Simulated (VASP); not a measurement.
Input of a VASP 6.6.1 run:

Contents of INCAR:

```
SYSTEM = Si
ALGO = Normal
EDIFF = 1E-6
EDIFFG = -0.01
ENCUT = 600
GGA = PS
IBRION = 2
ISIF = 3
ISMEAR = -1
LASPH = .TRUE.
LCHARG = .FALSE.
LREAL = .FALSE.
LWAVE = .FALSE.
NELM = 80
NSW = 80
PREC = Accurate
SIGMA = 0.1
```

The input KPOINTS:

```
k-points
0
G
  12 12 12
  0 0 0
```

POSCAR

```
Si
1.0
    2.5311671355      0.0000000000      0.0000000000
    0.0000000000      2.5311671355      0.0000000000
    0.0000000000      0.0000000000      2.5311671355
Si
1
Direct
    0.0000000000      0.0000000000      0.0000000000
```

Potentials or basis: VASP PAW PBE potentials, release 64 (Si).

Run with:

```bash
$ cat potpaw_PBE.64/Si/POTCAR > POTCAR
$ mpirun -np 1 vasp_std > vasp.out
```

Q: Predict the band gap on the k mesh.

A: Zero (band 2 reaches 15.95 eV, above the bottom of band 3 at 5.54 eV).

Q: What does it give for the relaxed cell?

A: a = 2.512 Å, b = 2.512 Å, c = 2.512 Å, α = 90.00°, β = 90.00°, γ = 90.00°.

Q: What does it give for the relaxed volume?

A: 15.85 Å³/atom.

Step by step:
| step | energy change (eV) | largest force (eV/Å) | pressure (GPa) | volume (Å³) |
| --- | --- | --- | --- | --- |
| 1 | 0.0000 | 0.0000 | -2.34 | 16.22 |
| 2 | -0.0020 | 0.0000 | 1.27 | 15.67 |
| 3 | -0.0027 | 0.0000 | 0.01 | 15.85 |

Caveat: the PAW data sets were made with another functional, which shifts forces and pressure a little.
